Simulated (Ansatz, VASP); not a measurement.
# Two plane-wave programs on MgS

The input POSCAR:

```
MgS
1.0
    0.0000000000      2.6016500000      2.6016500000
    2.6016500000      0.0000000000      2.6016500000
    2.6016500000      2.6016500000      0.0000000000
S Mg
1 1
Direct
    0.5000000000      0.5000000000      0.5000000000
    0.0000000000      0.0000000000      0.0000000000
```

Contents of INCAR.step1:

```
SYSTEM = MgS
PREC = Accurate
ENCUT = 520
EDIFF = 1E-5
ISMEAR = -1
SIGMA = 0.05
LREAL = .FALSE.
LASPH = .TRUE.
NELM = 60
ALGO = Normal
ISIF = 2
LWAVE = .TRUE.
LCHARG = .FALSE.
GGA = PE
NBANDS = 11
```

File INCAR.step2:

```
SYSTEM = MgS
PREC = Accurate
ENCUT = 520
EDIFF = 1E-7
ISMEAR = -1
SIGMA = 0.05
LREAL = .FALSE.
LASPH = .TRUE.
NELM = 60
ALGO = Normal
ISIF = 2
LWAVE = .FALSE.
LCHARG = .FALSE.
METAGGA = R2SCAN
LHFCALC = .TRUE.
AEXX = 0.25
LMIXTAU = .TRUE.
PRECFOCK = Normal
ISTART = 1
NBANDS = 11
```

The input KPOINTS:

```
Automatic mesh
0
G
  5 5 5
  0 0 0
```

input.yaml

```yaml
crystal:
  lattice:
    - [0.0, 2.60165, 2.60165]
    - [2.60165, 0.0, 2.60165]
    - [2.60165, 2.60165, 0.0]
  atoms:
    - { symbol: S, position: [0.5, 0.5, 0.5] }
    - { symbol: Mg, position: [0.0, 0.0, 0.0] }
hamiltonian:
  xc: r2scan0
  pseudopotentials: { kind: paw }
kpoints:
  mp_grid: { grid: [5, 5, 5] }
  band_path:
    path:
      - [[0.0, 0.0, 0.0], [0.5, 0.0, 0.5], [0.5, 0.25, 0.75], [0.375, 0.375, 0.75], [0.0, 0.0, 0.0], [0.5, 0.5, 0.5], [0.625, 0.25, 0.625], [0.5, 0.25, 0.75], [0.5, 0.5, 0.5], [0.375, 0.375, 0.75]]
      - [[0.625, 0.25, 0.625], [0.5, 0.0, 0.5]]
    npoints: 4
scf:
  occupations: { method: fermi_dirac, width: 0.05 }
  n_extra_bands: 6
output:
  forces: true
  stress: true
  eigenvalues: true
  fatbands: false
```

Alike in both runs: functional r2SCAN0; k mesh 5 × 5 × 5; occupations fermi-dirac, width 0.05 eV; no spin polarisation.

|  | VASP | Ansatz |
| --- | --- | --- |
| version | VASP 6.6.1 | Ansatz 0.2.0 |
| potentials or method | VASP PAW PBE potentials, release 64 (S, Mg) | Ansatz PAW |
| plane-wave cutoff (eV) | 520 | 500 |
| valence electrons in the cell | 8 | 16 |
| task | single point | band structure |

|  | VASP | Ansatz | Ansatz less VASP |
| --- | --- | --- | --- |
| gap on the k mesh at the Fermi level (eV) | 5.36 | 5.40 | +0.040 |
| pressure (GPa) | -1.3 | -0.8 | +0.50 |

VASP's potentials were made for PBE, not for r2SCAN0. VASP's potentials hold 8 valence electrons a cell and Ansatz's 16, so a difference there can come from the potentials and not from the codes.
